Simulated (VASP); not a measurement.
# GaSi62 (a cell with a defect) in VASP: a series of runs, part 2 of 2

VASP 6.6.1. Earlier steps stand in the parts before.

## 3. Single point, PBE+D3(BJ), collinear spin

INCAR reads:

```
SYSTEM = GaSi62
PREC = Accurate ; ENCUT = 520
EDIFF = 1E-7 ; ISMEAR = 0
SIGMA = 0.02 ; LREAL = Auto
LASPH = .TRUE. ; NELM = 150
ALGO = Normal ; ISIF = 2
LWAVE = .FALSE. ; LCHARG = .TRUE.
ISPIN = 2 ; MAGMOM = 0 0 0 0 0 0 0 0 0 0 0 0 0 0 0 0 0 0 0 0 0 0 0 0 0 0 0 0 0 0 0 0 0 0 0 0 0 0 0 0 0 0 0 0 0.14 0 0 0 0 0 0 0 0 0 0 0 0 0 0 0 0 0 0
LORBIT = 11 ; GGA = PE
IVDW = 12 ; LELF = .TRUE.
LVHAR = .TRUE. ; NBANDS = 172
```

KPOINTS reads:

```
regular mesh
0
G
  1 1 1
  0 0 0
```

POSCAR reads:

```
GaSi62
1.0
   10.8600000000      0.0000000000      0.0000000000
    0.0000000000     10.8600000000      0.0000000000
    0.0000000000      0.0000000000     10.8600000000
Si Ga
62 1
Direct
    0.4977243094      0.0007980663     -0.0005901473
    0.6267126151      0.1251406998      0.1237181400
    0.7489261510      0.2529768877     -0.0017334254
    0.8746052486      0.3754180479      0.1253290055
    0.7511360037      0.0016867403      0.2498987109
    0.8774036832      0.1247173112      0.3762374770
   -0.0013574586      0.0009747698      0.0012165746
    0.1260961326      0.1238872928      0.1270672192
    0.2490952118      0.2513127993      0.0011948435
    0.3743266114      0.3757242173      0.1257194291
    0.4979019337      0.5048519337     -0.0045093002
    0.6242275322      0.6258915285      0.1234580110
    0.7452652855      0.7522451197     -0.0045028545
    0.8742577348      0.8756052486      0.1257822284
    0.2509820442     -0.0009241252      0.2538618785
    0.3776998158      0.1191383978      0.3818742173
    0.5003088398      0.2474858195      0.2505753223
    0.6262572744      0.3739375691      0.3741609576
    0.7493805709      0.5007340700      0.2489437385
    0.8760881215      0.6238965009      0.3740914365
    0.5051860958     -0.0084812155      0.5081203499
    0.6269235727      0.1259587477      0.6248868324
    0.7518545120      0.2509535912      0.4994561694
    0.8732005525      0.3767327808      0.6267541436
    0.7490027624     -0.0001526703      0.7497974217
    0.8745898711      0.1261320442      0.8765075506
   -0.0029980663      0.5012096685     -0.0017897790
    0.1248819521      0.6233197974      0.1236489871
    0.2493756906      0.7524263352     -0.0006690608
    0.3743790055      0.8757159300      0.1263008287
    0.0003375691      0.2497800184      0.2495210866
    0.1253162983      0.3726892265      0.3762531308
    0.2483777164      0.4989716390      0.2498195212
    0.3744608656      0.6234684162      0.3735352670
    0.4998987109      0.7501781768      0.2497398711
    0.6265935543      0.8755359116      0.3736740331
    0.0021778085     -0.0013986188      0.5015841621
    0.1312106814      0.1188069982      0.6276285451
    0.2514029466      0.2478523941      0.5015633517
    0.3750955801      0.3754118785      0.6252066298
    0.4992773481      0.4989883057      0.4976640884
    0.6160317680      0.6338484346      0.6223093923
    0.7510207182      0.7507154696      0.4978049724
    0.8745806630      0.8749328729      0.6252788214
    0.2589332413     -0.0088076427      0.7545703499
    0.3736821363      0.1271002762      0.8761933702
    0.4997230203      0.2502196133      0.7496497238
    0.6230523020      0.3777876611      0.8731977901
    0.7435671271      0.5065633517      0.7476011050
    0.8722553407      0.6271372928      0.8731433702
    0.0027497238      0.7499491713      0.2506189687
    0.1310438306      0.8722992634      0.3820099448
   -0.0010713628      0.4982037753      0.4994121547
    0.1239510129      0.6230868324      0.6247795580
    0.2586872928      0.7447349908      0.5082200737
    0.0015507366      0.2486674033      0.7486391344
    0.1240231123      0.3755358195      0.8765885820
    0.2502495396      0.5011557090      0.7496274401
    0.3747926335      0.6339945672      0.8683346225
    0.6159095764      0.8751348987      0.8682888582
   -0.0001019337      0.7503701657      0.7496284530
    0.1229662063      0.8764065378      0.8762285451
    0.4088196133      0.8409124309      0.6584194291
```

Potentials or basis: VASP PAW PBE potentials, release 64 (Si, Ga_d).

On the command line:

```console
cat potpaw_PBE.64/Si/POTCAR potpaw_PBE.64/Ga_d/POTCAR > POTCAR
mpirun -np 1 vasp_gam > vasp.out
```

It took 33 min on 1 thread of AMD EPYC 7R13, shared host; peak memory 1.4 GiB.

Results (log left out):

```
Free energy                                           : -349.8991 eV
Pressure                                              : -0.7 GPa
Largest force                                         : 0.307 eV/Å
Band gap on the k mesh                                : 0.06 eV
Net moment                                            : 1.00 μB per cell
Site moments                                          : Si +0.01, +0.00, -0.00, +0.11, +0.02, +0.03, +0.04; Ga -0.00 μB
Valence electrons inside the program's atomic spheres : Si 1.70, 1.69, 1.68, 1.67, 1.64, 1.63; Ga 11.53
Dispersion energy per atom                            : -0.314 eV
```

Forces in eV/Å, atoms in the order of the input:
```
Si   0.005  0.000 -0.003
Si   0.006 -0.008  0.004
Si   0.001  0.001 -0.003
Si   0.002 -0.003  0.004
Si   0.008 -0.015  0.001
Si  -0.003  0.000  0.006
Si  -0.003 -0.003  0.000
Si   0.001 -0.002  0.001
Si   0.005  0.002 -0.001
Si   0.002 -0.002  0.003
Si   0.006 -0.002 -0.002
Si   0.002 -0.003 -0.002
Si   0.003 -0.004 -0.001
Si   0.001 -0.005  0.003
Si   0.006 -0.006  0.003
Si  -0.004  0.003 -0.005
Si   0.017  0.003  0.003
Si  -0.003  0.010  0.011
Si   0.003 -0.002  0.001
Si  -0.011  0.004  0.011
Si   0.005  0.014 -0.020
Si   0.004 -0.004 -0.003
Si   0.001  0.000  0.002
Si   0.021 -0.022 -0.001
Si  -0.007 -0.007 -0.004
Si  -0.004 -0.007  0.005
Si  -0.002  0.000 -0.003
Si   0.008 -0.008  0.003
Si   0.002 -0.003 -0.005
Si  -0.001  0.002 -0.002
Si   0.007 -0.006  0.002
Si   0.000  0.002  0.006
Si   0.017 -0.006  0.000
Si  -0.004  0.000 -0.004
Si  -0.001  0.003 -0.009
Si   0.000  0.002 -0.001
Si   0.005 -0.005  0.000
Si   0.023 -0.024 -0.003
Si   0.005 -0.005  0.000
Si   0.000 -0.005 -0.001
Si  -0.002  0.005  0.005
Si   0.014 -0.017  0.042
Si  -0.005  0.002  0.006
Si   0.004 -0.001  0.000
Si   0.018 -0.016  0.029
Si  -0.007  0.006  0.008
Si  -0.001 -0.003 -0.001
Si   0.001 -0.003  0.000
Si   0.034 -0.033  0.004
Si   0.002  0.000 -0.001
Si   0.001 -0.012  0.004
Si  -0.003  0.003 -0.005
Si   0.000 -0.001  0.002
Si   0.002 -0.006 -0.004
Si  -0.014 -0.007 -0.021
Si   0.023 -0.021  0.002
Si   0.007  0.003  0.005
Si   0.009  0.007 -0.005
Si   0.006  0.000  0.004
Si  -0.001 -0.008  0.004
Si   0.004  0.001 -0.001
Si  -0.006  0.006  0.009
Ga  -0.209  0.209 -0.083
```

Stress tensor (GPa, compression positive):
```
-0.72  0.19 -0.53
 0.19 -0.72  0.57
-0.53  0.57 -0.56
```

Levels at points of the mesh, in eV from the valence-band top:
Spin up:
| k point | band 128 | band 129 | band 130 | band 131 | band 132 | band 133 | band 134 | band 135 |
| --- | --- | --- | --- | --- | --- | --- | --- | --- |
| (0.00, 0.00, 0.00) | -0.89 | -0.87 | -0.73 | 0.00 | 0.06 | 0.20 | 0.21 | 0.24 |
Spin down:
```csv
k point,band 127,band 128,band 129,band 130,band 131,band 132,band 133,band 134
"(0.00, 0.00, 0.00)",-1.22,-0.83,-0.81,-0.72,0.11,0.16,0.22,0.22
```

Caveat: the k points lie up to 0.58 Å⁻¹ apart.
